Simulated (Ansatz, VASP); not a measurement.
One calculation of WSe3, two programs

```
W Se
1.0
     3.57724    0.00000    0.00000
     0.00000    3.57724    0.00000
     0.00000    0.00000    8.29735
W Se
1 3
Direct
  0.50000 0.50000 0.50000
  0.00000 0.00000 0.28836
  0.00000 0.00000 0.71164
  0.00000 0.00000 0.00000
```

Alike in both runs: task single point; functional PBE; k mesh 6 × 6 × 2; occupations gaussian, width 0.1 eV; no spin polarisation.

|  | VASP | Ansatz |
| --- | --- | --- |
| version | VASP 6.6.1 | Ansatz 0.2.0 |
| potentials or method | VASP PAW PBE potentials, release 64 (W_sv, Se), cutoff 520 eV | scalar-relativistic, plane waves, PAW |
| valence electrons in the cell | 32 | 62 |

```tsv
	VASP	Ansatz	Ansatz less VASP
gap on the k mesh at the Fermi level (eV)	none	none	-
pressure (GPa)	-11.9	-12.0	-0.05
traceless stress, the component that is largest in VASP (GPa)	9.35	9.32	-0.030
rms of the force components (eV/Å)	1.302	1.299	-0.0024
```

Atom by atom the forces differ by 0.002 eV/Å (rms over components). A gap of «none» marks a metal or a gap that the smearing closes. VASP's potentials hold 32 valence electrons a cell and Ansatz's 62, so a difference there can come from the potentials and not from the codes.

The k mesh is coarse, so the values compare programs but aren't converged. Spin-orbit coupling is off throughout.
